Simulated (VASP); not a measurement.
# ZnO (zincite) (P6_3mc) in VASP: further runs

ZnO (zincite) is run at these levels: PBEsol, LDA; tasks: single point.

Program: VASP 6.6.1. These are calculated values, not measurements. Logs are shortened: lines on timing, memory, paths and dates and some standing lists are left out, and cuts for length are marked.

**The experiment to reproduce.**

From “Electronic structure of alkaline earth and post-transition metal oxides”, 2009, arxiv:0908.1581, for a bulk crystal of ZnO: band gap 3.37 eV.

The runs below are set against these values where they give the same quantity.

**1. The cell of the first run**

The structure is hexagonal, space group P6_3mc (No. 186). Conventional cell: a = 3.230 Å, b = 3.230 Å, c = 5.214 Å, α = 90.00°, β = 90.00°, γ = 120.00°. Within 2.6 Å of Zn (site symmetry 3m) lie 4 O at 1.97 to 1.98 Å. O (site symmetry 3m) has 4 Zn at 1.97 to 1.98 Å within 2.6 Å.

**2. Single point, PBEsol**

INCAR reads:

```
PREC     = Accurate       # precision mode
ENCUT    = 520            # plane-wave cutoff, eV
EDIFF    = 1E-7           # SCF threshold, eV
ISMEAR   = 0              # smearing method
SIGMA    = 0.02           # smearing width, eV
LREAL    = False          # projectors in reciprocal space
LASPH    = True           # aspherical terms in the spheres
NELM     = 80             # most SCF steps
ALGO     = Normal         # electronic algorithm
ISIF     = 2              # what is computed and relaxed
LWAVE    = False          # write WAVECAR
LCHARG   = False          # write CHGCAR
GGA      = PS             # functional
NBANDS   = 26             # bands
```

KPOINTS reads:

```
Automatic mesh
0
Gamma
  6 6 4
```

POSCAR reads:

```
ZnO
1.0
    3.2300572067      0.0000000000      0.0000000000
   -1.6150286033      2.7973115966      0.0000000000
    0.0000000000      0.0000000000      5.2141142653
Zn O
2 2
Direct
    0.3333333333      0.6666666667      0.5000326392
    0.6666666667      0.3333333333      0.0000326392
    0.6666666667      0.3333333333      0.3789773608
    0.3333333333      0.6666666667      0.8789773608
```

Potentials or basis: VASP PAW PBE potentials, release 64 (Zn, O).

Started as:

```
cat potpaw_PBE.64/Zn/POTCAR potpaw_PBE.64/O/POTCAR > POTCAR
mpirun -np 1 vasp_std > vasp.out
```

OUTCAR:

```text
PREC = Accurate
   ENCUT = 520
   EDIFF = 1E-7
   ISMEAR = 0
   LREAL = False
   LASPH = True
   NELM = 80
   ISIF = 2
   GGA = PS

 ion  position               nearest neighbor table
   1  0.333  0.667  0.500-   3 1.97   3 1.97   3 1.97   4 1.98
   2  0.667  0.333  0.000-   4 1.97   4 1.97   4 1.97   3 1.98
   3  0.667  0.333  0.379-   1 1.97   1 1.97   1 1.97   2 1.98
   4  0.333  0.667  0.879-   2 1.97   2 1.97   2 1.97   1 1.98

  LATTYP: Found a hexagonal cell.
 ALAT       =     3.2300572067
 C/A-ratio  =     1.6142482723

  Lattice vectors:

 A1 = (   3.2300572067,   0.0000000000,   0.0000000000)
 A2 = (  -1.6150286033,   2.7973115966,   0.0000000000)
 A3 = (   0.0000000000,   0.0000000000,   5.2141142653)

Analysis of symmetry for initial positions (statically):
=====================================================================
 Subroutine PRICEL returns:
 Original cell was already a primitive cell.

 Routine SETGRP: Setting up the symmetry group for a
 hexagonal supercell.

 Subroutine GETGRP returns: Found 12 space group operations
 (whereof  6 operations were pure point group operations)
 out of a pool of 24 trial point group operations.

The static configuration has the point symmetry C_3v.
 The point group associated with its full space group is C_6v.

Analysis of symmetry for dynamics (positions and initial velocities):
=====================================================================
 Subroutine PRICEL returns:
 Original cell was already a primitive cell.

 Routine SETGRP: Setting up the symmetry group for a
 hexagonal supercell.

 Subroutine GETGRP returns: Found 12 space group operations
 (whereof  6 operations were pure point group operations)
 out of a pool of 24 trial point group operations.

The dynamic configuration has the point symmetry C_3v.
 The point group associated with its full space group is C_6v.

 Subroutine INISYM returns: Found 12 space group operations
 (whereof  6 operations are pure point group operations),
 and found     1 'primitive' translations

----------------------------------------------------------------------------------------

                                     Primitive cell

  volume of cell :      47.1120

  direct lattice vectors                    reciprocal lattice vectors
     3.230057207  0.000000000  0.000000000     0.309592040  0.178743048  0.000000000
    -1.615028603  2.797311597  0.000000000     0.000000000  0.357486095  0.000000000
     0.000000000  0.000000000  5.214114265     0.000000000  0.000000000  0.191787128

  length of vectors
     3.230057207  3.230057207  5.214114265     0.357486095  0.357486095  0.191787128

  position of ions in fractional coordinates (direct lattice)
     0.333333333  0.666666667  0.500032639
     0.666666667  0.333333333  0.000032639
     0.666666667  0.333333333  0.378977361
     0.333333333  0.666666667  0.878977361

  ion indices of the primitive-cell ions
   primitive index   ion index
                 1           1
                 2           2
                 3           3
                 4           4

----------------------------------------------------------------------------------------

 KPOINTS: Automatic mesh

Automatic generation of k-mesh.
 Grid dimensions read from file:
 generate k-points for:    6    6    4

 Generating k-lattice:

  Cartesian coordinates                     Fractional coordinates (reciprocal lattice)
     0.051598673  0.029790508  0.000000000     0.166666667  0.000000000  0.000000000
     0.000000000  0.059581016  0.000000000     0.000000000  0.166666667  0.000000000
     0.000000000  0.000000000  0.047946782     0.000000000  0.000000000  0.250000000

  Length of vectors
     0.059581016  0.059581016  0.047946782

  Shift w.r.t. Gamma in fractional coordinates (k-lattice)
     0.000000000  0.000000000  0.000000000

 Subroutine IBZKPT returns following result:
 ===========================================

 Found     21 irreducible k-points:

 Following reciprocal coordinates:
            Coordinates               Weight
  0.000000  0.000000  0.000000      1.000000
  0.166667  0.000000  0.000000      6.000000
  0.333333  0.000000  0.000000      6.000000
  0.500000  0.000000  0.000000      3.000000
  0.166667  0.166667  0.000000      6.000000
  0.333333  0.166667  0.000000     12.000000
[... 13 lines left out ...]
  0.333333  0.166667  0.500000     12.000000
  0.333333  0.333333  0.500000      2.000000
   k-points           NKPTS =     21   k-points in BZ     NKDIM =     21   number of bands    NBANDS=     26
   number of dos      NEDOS =    301   number of ions     NIONS =      4
   total plane-waves  NPLWV =  23040
   dimension x,y,z NGX =    24 NGY =   24 NGZ =   40
   dimension x,y,z NGXF=    48 NGYF=   48 NGZF=   80
   ions per type =               2   2
   NGX,Y,Z   is equivalent  to a cutoff of  12.35, 12.35, 12.75 a.u.
   NGXF,Y,Z  is equivalent  to a cutoff of  24.70, 24.70, 25.51 a.u.
 SYSTEM =  unknown system
   PREC   = accura    normal or accurate (medium, high low for compatibility)
   ISTART =      0    job   : 0-new  1-cont  2-samecut
   ICHARG =      2    charge: 1-file 2-atom 10-const
   ISPIN  =      1    spin polarized calculation?
   LNONCOLLINEAR =      F non collinear calculations
   LSORBIT =      F    spin-orbit coupling
   LASPH  =      T    aspherical Exc in radial PAW
   ENCUT  =  520.0 eV  38.22 Ry    6.18 a.u.   6.01  6.01  9.69*2*pi/ulx,y,z
   NELM   =     80;   NELMIN=  2; NELMDL= -5     # of ELM steps
   EDIFF  = 0.1E-06   stopping-criterion for ELM
   LREAL  =      F    real-space projection
   EDIFFG = 0.1E-05   stopping-criterion for IOM
   NSW    =      0    number of steps for IOM
   IBRION =     -1    ionic relax: 0-MD 1-quasi-New 2-CG
   NFREE  =      0    steps in history (QN), initial steepest desc. (CG)
   ISIF   =      2    stress and relaxation
   ISYM   =      2    0-nonsym 1-usesym 2-fastsym
   POTIM  = 0.5000    time-step for ionic-motion
   TEBEG  =    0.0;   TEEND  =   0.0 temperature during run
   PSTRESS=    0.0 pullay stress
   NELECT =      36.0000    total number of electrons
   NUPDOWN=      -1.0000    fix difference up-down
   EMIN   =  10.00;   EMAX   =-10.00  energy-range for DOS
   EFERMI =   0.00;   METHOD = LEGACY
   ISMEAR =     0;   SIGMA  =   0.02  broadening in eV -4-tet -1-fermi 0-gaus
   EFERMI_NEDOS =   21; number of points for ismear=-14 and -15
   IALGO  =     38    algorithm
   IMIX   =      4    mixing-type and parameters
     AMIX     =   0.40;   BMIX     =  1.00
     AMIX_MAG =   1.60;   BMIX_MAG =  1.00
  volume/ion in A,a.u.               =      11.78        79.48
  Fermi-wavevector in a.u.,A,eV,Ry     =   1.496690  2.828334 30.478143  2.240080
  Thomas-Fermi vector in A             =   2.608674
   LORBIT       =      0    0 simple, 1 ext, 2 COOP (PROOUT), +10 PAW based schemes
   GGA     = PS    functional components
   LHFCALC =     F    Hartree Fock is set to
   AEXX    =    0.0000 exact exchange contribution
   IVDW    =     0    specifies the selected vdW correction
   LEPSILON=     F    determine dielectric tensor
   LRPA    =     F    only Hartree local field effects (RPA)
 non-spin polarized calculation
 Gauss-broadening in eV      SIGMA  =   0.02
  energy-cutoff  :      520.00
  volume of cell :       47.11
 maximum number of plane-waves:      1290
   NGX = 13   NGY = 13   NGZ = 19

 number of electron      36.0000013 magnetization

 Free energy of the ion-electron system (eV)
  ---------------------------------------------------
  ext. energy  EPLUGINS =         0.00000000
  ---------------------------------------------------
  free energy    TOTEN  =       -19.40801291 eV

  energy without entropy =      -19.40801291  energy(sigma->0) =      -19.40801291

 E-fermi :   1.2375     XC(G=0): -11.2406

 val. band max:        1.1499720387   @ k =   0.0000   0.0000   0.0000
 cond. band min:       1.8388216554   @ k =   0.0000   0.0000   0.0000
 fundamental gap:      0.6888496167
 Fermi energy:         1.2375211356

 k-point     1 :       0.0000    0.0000    0.0000
  band No.  band energies     occupation
      1     -16.9806      2.00000
      2     -16.2249      2.00000
      3      -4.6619      2.00000
      4      -4.6199      2.00000
      5      -4.6199      2.00000
      6      -4.5767      2.00000
[... 18 lines left out ...]
     25      15.2684      0.00000
     26      15.2684      0.00000

 k-point     2 :       0.1667    0.0000    0.0000
  band No.  band energies     occupation
      1     -16.8271      2.00000
      2     -16.1585      2.00000
      3      -4.7915      2.00000
      4      -4.5369      2.00000
      5      -4.5184      2.00000
      6      -4.4693      2.00000
[... 18 lines left out ...]
     25      15.1245      0.00000
     26      15.4602      0.00000

 k-point     3 :       0.3333    0.0000    0.0000
  band No.  band energies     occupation
      1     -16.4804      2.00000
      2     -16.0470      2.00000
      3      -4.9705      2.00000
      4      -4.5988      2.00000
      5      -4.4031      2.00000
      6      -4.2160      2.00000
[... 18 lines left out ...]
     25      14.4928      0.00000
     26      15.2050      0.00000

 k-point     4 :       0.5000    0.0000    0.0000
  band No.  band energies     occupation
      1     -16.2598      2.00000
      2     -16.0288      2.00000
      3      -4.8862      2.00000
      4      -4.7243      2.00000
      5      -4.3598      2.00000
      6      -3.9983      2.00000
[... 18 lines left out ...]
     25      14.2611      0.00000
     26      15.3665      0.00000

 k-point     5 :       0.1667    0.1667    0.0000
  band No.  band energies     occupation
      1     -16.5752      2.00000
      2     -16.0700      2.00000
      3      -4.8513      2.00000
      4      -4.6309      2.00000
      5      -4.3980      2.00000
      6      -4.3511      2.00000
[... 18 lines left out ...]
     25      13.6265      0.00000
     26      16.3196      0.00000

 k-point     6 :       0.3333    0.1667    0.0000
  band No.  band energies     occupation
      1     -16.2686      2.00000
      2     -16.0241      2.00000
      3      -4.7832      2.00000
      4      -4.5413      2.00000
      5      -4.3635      2.00000
      6      -4.1423      2.00000
[... 340 lines left out ...]
 k-point    18 :       0.5000    0.0000    0.5000
  band No.  band energies     occupation
      1     -16.1348      2.00000
      2     -16.1348      2.00000
      3      -5.0938      2.00000
      4      -5.0938      2.00000
      5      -4.1244      2.00000
      6      -4.1244      2.00000
[... 18 lines left out ...]
     25      14.7914      0.00000
     26      14.7914      0.00000

 k-point    19 :       0.1667    0.1667    0.5000
  band No.  band energies     occupation
      1     -16.3211      2.00000
      2     -16.3211      2.00000
      3      -5.0037      2.00000
      4      -5.0037      2.00000
      5      -4.4007      2.00000
      6      -4.4007      2.00000
[... 18 lines left out ...]
     25      14.5286      0.00000
     26      14.5286      0.00000

 k-point    20 :       0.3333    0.1667    0.5000
  band No.  band energies     occupation
      1     -16.1372      2.00000
      2     -16.1372      2.00000
      3      -4.9468      2.00000
      4      -4.9468      2.00000
      5      -4.2782      2.00000
      6      -4.2782      2.00000
[... 18 lines left out ...]
     25      15.2714      0.00000
     26      15.2714      0.00000

 k-point    21 :       0.3333    0.3333    0.5000
  band No.  band energies     occupation
      1     -16.0768      2.00000
      2     -16.0768      2.00000
      3      -4.6828      2.00000
      4      -4.6828      2.00000
      5      -4.4362      2.00000
      6      -4.4362      2.00000
[... 18 lines left out ...]
     25      16.6788      0.00000
     26      16.6788      0.00000

------------------------ aborting loop because EDIFF is reached ----------------------------------------

  FORCE on cell =-STRESS in cart. coord.  units (eV):
  Direction    XX          YY          ZZ          XY          YZ          ZX
  --------------------------------------------------------------------------------------
  -------------------------------------------------------------------------------------
  Total        0.2961418      0.2961418      0.2913425      0.0000000      0.0000000      0.0000000
  in kB       10.0711426     10.0711426      9.9079287      0.0000000      0.0000000      0.0000000
  external PRESSURE =      10.0167380 kB  Pullay stress =       0.0000000 kB

 VOLUME and BASIS-vectors are now :
 -----------------------------------------------------------------------------
  energy-cutoff  :      520.00
  volume of cell :       47.11
      direct lattice vectors                 reciprocal lattice vectors
     3.230057207  0.000000000  0.000000000     0.309592040  0.178743048  0.000000000
    -1.615028603  2.797311597  0.000000000     0.000000000  0.357486095  0.000000000
     0.000000000  0.000000000  5.214114265     0.000000000  0.000000000  0.191787128

 POSITION                                       TOTAL-FORCE (eV/Angst)
 -----------------------------------------------------------------------------------
     -0.00000      1.86487      2.60723         0.000000      0.000000      0.000792
      1.61503      0.93244      0.00017        -0.000000     -0.000000      0.000792
      1.61503      0.93244      1.97603        -0.000000      0.000000     -0.000792
     -0.00000      1.86487      4.58309         0.000000      0.000000     -0.000792
 -----------------------------------------------------------------------------------
    total drift:                                0.000000      0.000001     -0.000502

  FREE ENERGIE OF THE ION-ELECTRON SYSTEM (eV)
  ---------------------------------------------------
  free  energy   TOTEN  =       -19.4080129071 eV

  energy  without entropy=      -19.4080129071  energy(sigma->0) =      -19.40801291
```

Run time: 25 s. Hardware: 1 thread of Intel Xeon Platinum 8259CL at 2.50GHz (Skylake/Cascade Lake), shared host; peak memory 0.16 GiB.

Results:

```
Free energy            : -19.4080 eV
Pressure               : 1.0 GPa
Band gap on the k mesh : 0.69 eV, direct
```

Levels at points of the mesh, in eV from the valence-band top:
```csv
k point,band 15,band 16,band 17,band 18,band 19,band 20,band 21,band 22
"(0.00, 0.00, 0.00)",-0.81,-0.09,0.00,0.00,0.69,5.15,8.10,12.83
"(0.50, 0.00, 0.00)",-2.89,-2.32,-1.33,-0.86,5.73,6.72,7.43,8.51
"(0.00, 0.00, 0.50)",-0.40,-0.40,-0.40,-0.40,3.38,3.38,9.96,9.96
"(0.50, 0.00, 0.50)",-1.54,-1.54,-1.42,-1.42,5.57,5.57,8.40,8.40
```

Caveat: the PAW data sets were made with another functional, which shifts forces and pressure a little.

**3. Single point, LDA**

INCAR reads:

```
SYSTEM = ZnO
PREC = Accurate ; ENCUT = 520
EDIFF = 1E-6 ; ISMEAR = 0
SIGMA = 0.02 ; LREAL = .False.
LASPH = .True. ; NELM = 100
ALGO = Normal ; ISIF = 2
LWAVE = .False. ; LCHARG = .False.
GGA = CA ; NBANDS = 26
```

KPOINTS reads:

```
regular mesh
0
Gamma
  9 9 6
  0 0 0
```

POSCAR is that of step 2.

Potentials or basis: VASP PAW LDA potentials, release 64 (Zn, O).

Started as:

```
cat potpaw_LDA.64/Zn/POTCAR potpaw_LDA.64/O/POTCAR > POTCAR
mpirun -np 1 vasp_std > vasp.out
```

It took 55 s on 1 thread of Intel Xeon Platinum 8124M at 3.00GHz (Skylake/Cascade Lake), shared host; peak memory 0.17 GiB.

Results (log left out):

```yaml
Free_energy: -21.1389 eV
Pressure: -4.7 GPa
Largest_force: 0.003 eV/Å
Band_gap_on_the_k_mesh: 0.75 eV, direct
```

Forces in eV/Å, atoms in the order of the input:
```
Zn   0.000  0.000  0.003
Zn   0.000  0.000  0.003
O    0.000  0.000 -0.003
O    0.000  0.000 -0.003
```

Stress tensor (GPa, compression positive):
```
-4.70  0.00  0.00
 0.00 -4.70  0.00
 0.00  0.00 -4.57
```

Levels at points of the mesh, in eV from the valence-band top:
```csv
k point,band 15,band 16,band 17,band 18,band 19,band 20,band 21,band 22
"(0.00, 0.00, 0.00)",-0.81,-0.09,0.00,0.00,0.75,5.14,8.09,12.76
"(0.00, 0.00, 0.50)",-0.40,-0.40,-0.40,-0.40,3.40,3.40,9.91,9.91
```

As with any semilocal functional, this LDA gap is likely too small.

**4. Against experiment**

Step 2. Against the measured gap of ZnO, 3.37 eV (quoted in “Electronic structure of alkaline earth and post-transition metal oxides”, 2009, arxiv:0908.1581), the calculated 0.69 eV is off by -2.68 eV. So large a miss can be the level of theory's own, or it may mean another phase, state or a wrong row. The value is that of PBEsol, without temperature or zero-point motion. Semilocal functionals fall short of measured gaps as a rule.
